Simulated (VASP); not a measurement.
A run of VASP 6.6.1 is set up as follows.

The input INCAR:

```
SYSTEM = VN
PREC     = Accurate       ! precision mode
ENCUT    = 600            ! plane-wave cutoff, eV
EDIFF    = 1E-6           ! SCF threshold, eV
ISMEAR   = 0              ! smearing method
SIGMA    = 0.05           ! smearing width, eV
LREAL    = .False.        ! projectors in reciprocal space
LASPH    = .True.         ! aspherical terms in the spheres
NELM     = 200            ! most SCF steps
ALGO     = Normal         ! electronic algorithm
ISIF     = 2              ! what is computed and relaxed
LWAVE    = .False.        ! write WAVECAR
LCHARG   = .False.        ! write CHGCAR
ISPIN    = 2              ! spin polarisation
MAGMOM   = 0.05 0         ! initial moments
LORBIT   = 11             ! projections on sites
LMAXMIX  = 4              ! l up to which the mixer works
GGA      = RP             ! functional
IVDW     = 13             ! dispersion correction
NBANDS   = 20             ! bands
GGA_COMPAT= .False.
```

Contents of KPOINTS:

```
Automatic mesh
0
Gamma
  10 10 10
  0 0 0
```

Contents of POSCAR:

```
VN
1.0
    0.0000000000      2.0416912257      2.0416912257
    2.0416912257      0.0000000000      2.0416912257
    2.0416912257      2.0416912257      0.0000000000
V N
1 1
Direct
    0.0000000000      0.0000000000      0.0000000000
    0.5000000000      0.5000000000      0.5000000000
```

Potentials or basis: VASP PAW PBE potentials, release 64 (V_sv, N).

Launch:

```bash
$ cat potpaw_PBE.64/V_sv/POTCAR potpaw_PBE.64/N/POTCAR > POTCAR
$ mpirun -np 1 vasp_std > vasp.out
```

(1) Predict the net moment.

(2) What does it give for the band gap on the k mesh?

Answers

(1) 0.01 μB per cell.

(2) zero (filled and empty bands overlap).
